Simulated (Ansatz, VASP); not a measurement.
PbSe: VASP beside Ansatz

```
Pb Se
1.0
     0.00000    3.08870    3.08870
     3.08870    0.00000    3.08870
     3.08870    3.08870    0.00000
Pb Se
1 1
Direct
  0.00000 0.00000 0.00000
  0.50000 0.50000 0.50000
```

Alike in both runs: task single point; functional r2SCAN; k mesh 8 × 8 × 8; no spin polarisation.

|  | VASP | Ansatz |
| --- | --- | --- |
| version | VASP 6.6.1 | Ansatz 0.2.0 |
| potentials or method | VASP PAW PBE potentials, release 64 (Pb_d, Se) | plane waves, PAW |
| plane-wave cutoff (eV) | 520 | 500 |
| occupations | gaussian, width 0.01 eV | fixed |
| valence electrons in the cell | 20 | 30 |

Ansatz gave:

```
gap on the k mesh at the Fermi level (eV) : 0.66
pressure (GPa)                            : 0.0
```

Problem. Estimate VASP's values.

Solution. gap on the k mesh at the Fermi level (eV): 0.67; pressure (GPa): 0.0.

VASP's potentials were made for PBE, not for r2SCAN. VASP's potentials hold 20 valence electrons a cell and Ansatz's 30, so a difference there can come from the potentials and not from the codes.

Spin-orbit coupling is off throughout.
